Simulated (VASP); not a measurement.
# Cs (Im-3m) in VASP: a series of runs, part 2 of 2

VASP 6.6.1.

## Step 3: Single point, r2SCAN

This run uses another cell than the first one, of 124.93 Å³/atom.

File POSCAR:

```
Cs
1.0
   -3.1491839769      3.1491839769      3.1491839769
    3.1491839769     -3.1491839769      3.1491839769
    3.1491839769      3.1491839769     -3.1491839769
Cs
1
Direct
    0.0000000000      0.0000000000      0.0000000000
```

File INCAR.step1:

```
ALGO = Normal
EDIFF = 1E-4
ENCUT = 520
GGA = PE
ISMEAR = -1
LASPH = T
LCHARG = F
LREAL = F
LWAVE = T
NBANDS = 10
NELM = 100
PREC = Accurate
SIGMA = 0.05
```

File INCAR.step2:

```
ALGO = Normal
EDIFF = 1E-6
ENCUT = 520
ISIF = 2
ISMEAR = -1
ISTART = 1
LASPH = T
LCHARG = F
LMIXTAU = T
LREAL = F
LWAVE = F
METAGGA = R2SCAN
NBANDS = 10
NELM = 100
PREC = Accurate
SIGMA = 0.05
```

File KPOINTS:

```
k-points
0
Gamma
  6 6 6
```

Potentials or basis: VASP PAW PBE potentials, release 64 (Cs_sv).

Command:

```console
cat potpaw_PBE.64/Cs_sv/POTCAR > POTCAR
cp INCAR.step1 INCAR
mpirun -np 1 vasp_std > vasp.out
cp INCAR.step2 INCAR
mpirun -np 1 vasp_std > vasp.out
```

OUTCAR:

```text
EDIFF = 1E-6
   ENCUT = 520
   ISIF = 2
   ISMEAR = -1
   ISTART = 1
   LASPH = T
   LREAL = F
   METAGGA = R2SCAN
   NELM = 100
   PREC = Accurate

 ion  position               nearest neighbor table
   1  0.000  0.000  0.000-

  LATTYP: Found a body centered cubic cell.
 ALAT       =     6.2983679538

  Lattice vectors:

 A1 = (  -3.1491839769,   3.1491839769,   3.1491839769)
 A2 = (   3.1491839769,  -3.1491839769,   3.1491839769)
 A3 = (   3.1491839769,   3.1491839769,  -3.1491839769)

Analysis of symmetry for initial positions (statically):
=====================================================================
 Subroutine PRICEL returns:
 Original cell was already a primitive cell.

 Routine SETGRP: Setting up the symmetry group for a
 body centered cubic supercell.

 Subroutine GETGRP returns: Found 48 space group operations
 (whereof 48 operations were pure point group operations)
 out of a pool of 48 trial point group operations.

The static configuration has the point symmetry O_h .

Analysis of symmetry for dynamics (positions and initial velocities):
=====================================================================
 Subroutine PRICEL returns:
 Original cell was already a primitive cell.

 Routine SETGRP: Setting up the symmetry group for a
 body centered cubic supercell.

 Subroutine GETGRP returns: Found 48 space group operations
 (whereof 48 operations were pure point group operations)
 out of a pool of 48 trial point group operations.

The dynamic configuration has the point symmetry O_h .

 Subroutine INISYM returns: Found 48 space group operations
 (whereof 48 operations are pure point group operations),
 and found     1 'primitive' translations

----------------------------------------------------------------------------------------

                                     Primitive cell

  volume of cell :     124.9264

  direct lattice vectors                    reciprocal lattice vectors
    -3.149183977  3.149183977  3.149183977     0.000000000  0.158771289  0.158771289
     3.149183977 -3.149183977  3.149183977     0.158771289  0.000000000  0.158771289
     3.149183977  3.149183977 -3.149183977     0.158771289  0.158771289  0.000000000

  length of vectors
     5.454546650  5.454546650  5.454546650     0.224536511  0.224536511  0.224536511

  position of ions in fractional coordinates (direct lattice)
     0.000000000  0.000000000  0.000000000

  ion indices of the primitive-cell ions
   primitive index   ion index
                 1           1

----------------------------------------------------------------------------------------

 KPOINTS: k-points

Automatic generation of k-mesh.
 Grid dimensions read from file:
 generate k-points for:    6    6    6

 Generating k-lattice:

  Cartesian coordinates                     Fractional coordinates (reciprocal lattice)
     0.000000000  0.026461882  0.026461882     0.166666667  0.000000000  0.000000000
     0.026461882  0.000000000  0.026461882     0.000000000  0.166666667  0.000000000
     0.026461882  0.026461882  0.000000000     0.000000000  0.000000000  0.166666667

  Length of vectors
     0.037422752  0.037422752  0.037422752

  Shift w.r.t. Gamma in fractional coordinates (k-lattice)
     0.000000000  0.000000000  0.000000000

 Subroutine IBZKPT returns following result:
 ===========================================

 Found     16 irreducible k-points:

 Following reciprocal coordinates:
            Coordinates               Weight
  0.000000  0.000000  0.000000      1.000000
  0.166667  0.000000  0.000000     12.000000
  0.333333  0.000000  0.000000     12.000000
  0.500000  0.000000  0.000000      6.000000
  0.166667  0.166667  0.000000     24.000000
  0.333333  0.166667  0.000000     48.000000
[... 8 lines left out ...]
  0.500000  0.500000  0.333333     12.000000
  0.500000  0.500000  0.500000      1.000000
   k-points           NKPTS =     16   k-points in BZ     NKDIM =     16   number of bands    NBANDS=     10
   number of dos      NEDOS =    301   number of ions     NIONS =      1
   total plane-waves  NPLWV =  74088
   dimension x,y,z NGX =    42 NGY =   42 NGZ =   42
   dimension x,y,z NGXF=    84 NGYF=   84 NGZF=   84
   ions per type =               1
   NGX,Y,Z   is equivalent  to a cutoff of  12.80, 12.80, 12.80 a.u.
   NGXF,Y,Z  is equivalent  to a cutoff of  25.60, 25.60, 25.60 a.u.
 SYSTEM =  unknown system
   PREC   = accura    normal or accurate (medium, high low for compatibility)
   ISTART =      1    job   : 0-new  1-cont  2-samecut
   ICHARG =      0    charge: 1-file 2-atom 10-const
   ISPIN  =      1    spin polarized calculation?
   LNONCOLLINEAR =      F non collinear calculations
   LSORBIT =      F    spin-orbit coupling
   LASPH  =      T    aspherical Exc in radial PAW
   ENCUT  =  520.0 eV  38.22 Ry    6.18 a.u.  10.14 10.14 10.14*2*pi/ulx,y,z
   NELM   =    100;   NELMIN=  2; NELMDL=  0     # of ELM steps
   EDIFF  = 0.1E-05   stopping-criterion for ELM
   LREAL  =      F    real-space projection
   EDIFFG = 0.1E-04   stopping-criterion for IOM
   NSW    =      0    number of steps for IOM
   IBRION =     -1    ionic relax: 0-MD 1-quasi-New 2-CG
   NFREE  =      0    steps in history (QN), initial steepest desc. (CG)
   ISIF   =      2    stress and relaxation
   ISYM   =      2    0-nonsym 1-usesym 2-fastsym
   POTIM  = 0.5000    time-step for ionic-motion
   TEBEG  =    0.0;   TEEND  =   0.0 temperature during run
   PSTRESS=    0.0 pullay stress
   NELECT =       9.0000    total number of electrons
   NUPDOWN=      -1.0000    fix difference up-down
   EMIN   =  10.00;   EMAX   =-10.00  energy-range for DOS
   EFERMI =   0.00;   METHOD = LEGACY
   ISMEAR =    -1;   SIGMA  =   0.05  broadening in eV -4-tet -1-fermi 0-gaus
   EFERMI_NEDOS =   21; number of points for ismear=-14 and -15
   IALGO  =     38    algorithm
   IMIX   =      4    mixing-type and parameters
     AMIX     =   0.40;   BMIX     =  1.00
     AMIX_MAG =   1.60;   BMIX_MAG =  1.00
  volume/ion in A,a.u.               =     124.93       843.04
  Fermi-wavevector in a.u.,A,eV,Ry     =   0.681194  1.287270  6.313452  0.464026
  Thomas-Fermi vector in A             =   1.759906
   LORBIT       =      0    0 simple, 1 ext, 2 COOP (PROOUT), +10 PAW based schemes
   METAGGA = R2SCAN    functional components
   LHFCALC =     F    Hartree Fock is set to
   AEXX    =    0.0000 exact exchange contribution
   IVDW    =     0    specifies the selected vdW correction
   LEPSILON=     F    determine dielectric tensor
   LRPA    =     F    only Hartree local field effects (RPA)
 non-spin polarized calculation
  energy-cutoff  :      520.00
  volume of cell :      124.93
 maximum number of plane-waves:      3396
 NGX is ok and might be reduce to    42
   NGX = 21   NGY = 21   NGZ = 21

 number of electron       8.9999998 magnetization

 Free energy of the ion-electron system (eV)
  ---------------------------------------------------
  ext. energy  EPLUGINS =         0.00000000
  ---------------------------------------------------
  free energy    TOTEN  =       -25.01423616 eV

  energy without entropy =      -24.99712619  energy(sigma->0) =      -25.00568117

 E-fermi :   0.3611     XC(G=0):  -5.4231

 val. band max:        0.2060202946   @ k =   0.1667   0.1667   0.1667
 cond. band min:       0.3751633847   @ k =   0.3333   0.1667   0.0000
 fundamental gap:      0.1691430900
 Fermi energy:         0.3611158911

 k-point     1 :       0.0000    0.0000    0.0000
  band No.  band energies     occupation
      1     -24.4998      2.00000
      2     -10.8768      2.00000
      3     -10.8768      2.00000
      4     -10.8768      2.00000
      5      -1.3563      2.00000
      6       3.1042      0.00000
      7       3.1042      0.00000
      8       3.1043      0.00000
      9       3.9289      0.00000
     10       3.9289      0.00000
[... 183 lines left out ...]
 k-point    16 :       0.5000    0.5000    0.5000
  band No.  band energies     occupation
      1     -24.4911      2.00000
      2     -10.9507      2.00000
      3     -10.9507      2.00000
      4     -10.9507      2.00000
      5       1.0631      0.00000
      6       1.0631      0.00000
      7       3.3869      0.00000
      8       3.3869      0.00000
      9       3.3869      0.00000
     10       4.9474      0.00000

------------------------ aborting loop because EDIFF is reached ----------------------------------------

  FORCE on cell =-STRESS in cart. coord.  units (eV):
  Direction    XX          YY          ZZ          XY          YZ          ZX
  --------------------------------------------------------------------------------------
  -------------------------------------------------------------------------------------
  Total       -0.0125301     -0.0125301     -0.0125301      0.0000000      0.0000000     -0.0000000
  in kB       -0.1606987     -0.1606987     -0.1606987      0.0000000      0.0000000     -0.0000000
  external PRESSURE =      -0.1606987 kB  Pullay stress =       0.0000000 kB

 VOLUME and BASIS-vectors are now :
 -----------------------------------------------------------------------------
  energy-cutoff  :      520.00
  volume of cell :      124.93
      direct lattice vectors                 reciprocal lattice vectors
    -3.149183977  3.149183977  3.149183977     0.000000000  0.158771289  0.158771289
     3.149183977 -3.149183977  3.149183977     0.158771289  0.000000000  0.158771289
     3.149183977  3.149183977 -3.149183977     0.158771289  0.158771289  0.000000000

 POSITION                                       TOTAL-FORCE (eV/Angst)
 -----------------------------------------------------------------------------------
      0.00000      0.00000      0.00000        -0.000000      0.000000     -0.000000
 -----------------------------------------------------------------------------------
    total drift:                                0.000000      0.000000      0.000000

  FREE ENERGIE OF THE ION-ELECTRON SYSTEM (eV)
  ---------------------------------------------------
  free  energy   TOTEN  =       -25.0142361571 eV

  energy  without entropy=      -24.9971261861  energy(sigma->0) =      -25.00568117
```

OSZICAR.step1:

```text
N       E                     dE             d eps       ncg     rms          rms(c)
DAV:   1     0.512850720253E+02    0.51285E+02   -0.28290E+03   320   0.614E+02
DAV:   2     0.425701923707E+01   -0.47028E+02   -0.45788E+02   416   0.104E+02
DAV:   3    -0.763947923080E+00   -0.50210E+01   -0.50115E+01   366   0.394E+01
DAV:   4    -0.842114081974E+00   -0.78166E-01   -0.78152E-01   434   0.580E+00
DAV:   5    -0.842442841298E+00   -0.32876E-03   -0.32873E-03   420   0.317E-01    0.129E-01
DAV:   6    -0.843355590161E+00   -0.91275E-03   -0.12586E-03   418   0.171E-01    0.909E-02
DAV:   7    -0.844611505193E+00   -0.12559E-02   -0.35929E-03   342   0.299E-01    0.337E-02
DAV:   8    -0.844692372912E+00   -0.80868E-04   -0.11835E-04   368   0.659E-02
   1 F= -.84469237E+00 E0= -.83572988E+00  d E =-.179250E-01
```

Wall time 74 s (1 thread of AMD EPYC 9R45 (Zen 5), shared host); peak memory 0.24 GiB.

Results:

| Quantity | Value |
| --- | --- |
| Free energy | -25.0142 eV |
| Pressure | 0.0 GPa |
| Band gap on the k mesh | zero (an odd number of electrons rules out a gap without spin polarisation) |

Caveat: the PAW data sets were made with another functional, which shifts forces and pressure a little; spin-orbit coupling is left out, which moves the levels of the heavy elements.

## Step 4: Single point, r2SCAN

This run uses another cell than the first one, of 127.38 Å³/atom.

File POSCAR:

```
Cs
1.0
   -3.1696337965      3.1696337965      3.1696337965
    3.1696337965     -3.1696337965      3.1696337965
    3.1696337965      3.1696337965     -3.1696337965
Cs
1
Direct
    0.0000000000      0.0000000000      0.0000000000
```

File INCAR.step1:

```
PREC = Accurate
ENCUT = 520
ISMEAR = -1
SIGMA = 0.05
LREAL = F
LASPH = T
NELM = 60
NBANDS = 10
GGA = PE
ALGO = Normal
EDIFF = 1E-4
LWAVE = T
LCHARG = F
```

File INCAR.step2:

```
PREC = Accurate
ENCUT = 520
EDIFF = 1E-6
ISMEAR = -1
SIGMA = 0.05
LREAL = F
LASPH = T
NELM = 60
ALGO = Normal
ISIF = 2
LWAVE = F
LCHARG = F
METAGGA = R2SCAN
LMIXTAU = T
NBANDS = 10
ISTART = 1
```

File KPOINTS:

```
Automatic mesh
0
Gamma
  6 6 6
```

Command:

```console
cat potpaw_PBE.64/Cs_sv/POTCAR > POTCAR
cp INCAR.step1 INCAR
mpirun -np 1 vasp_std > vasp.out
cp INCAR.step2 INCAR
mpirun -np 1 vasp_std > vasp.out
```

Wall time 63 s (1 thread of AMD EPYC 9R45 (Zen 5), shared host); peak memory 0.24 GiB.

It converged, with:

| Item | Value |
| --- | --- |
| Free energy | -25.0138 eV |
| Pressure | -0.1 GPa |
| Band gap on the k mesh | zero (an odd number of electrons rules out a gap without spin polarisation) |

Levels at points of the mesh, in eV from the Fermi level:
```
           k point  band 1  band 2  band 3  band 4  band 5  band 6  band 7  band 8
(0.00, 0.00, 0.00)  -24.87  -11.25  -11.25  -11.25   -1.70    2.73    2.73    2.73
(0.50, 0.00, 0.00)  -24.87  -11.35  -11.28  -11.25    0.13    0.69    1.84    3.41
(0.50, 0.50, 0.50)  -24.86  -11.32  -11.32  -11.32    0.72    0.72    2.98    2.98
```

Caveat: the PAW data sets were made with another functional, which shifts forces and pressure a little; spin-orbit coupling is left out, which moves the levels of the heavy elements.

## Step 5: The runs side by side

```tsv
cell	gap on the mesh (eV)	pressure (GPa)
a = 5.419 Å, angles 109.5°, 1 atom	none	0.0
a = 5.455 Å, angles 109.5°, 1 atom	none	0.0
a = 5.490 Å, angles 109.5°, 1 atom	none	-0.1
```

Alike in all rows: task single point; level r2SCAN; potentials or basis VASP PAW PBE potentials, release 64 (Cs_sv); no spin polarisation; k mesh 6 × 6 × 6; cutoff (eV) 520; smearing fermi-dirac 0.05 eV.

Caveats: the PAW data sets were made with another functional, which shifts forces and pressure a little; spin-orbit coupling is left out, which moves the levels of the heavy elements.

Absolute energies hang on the potentials; compare differences alone.

The gap in the log of VASP goes by the Fermi energy; the results here count the filled bands.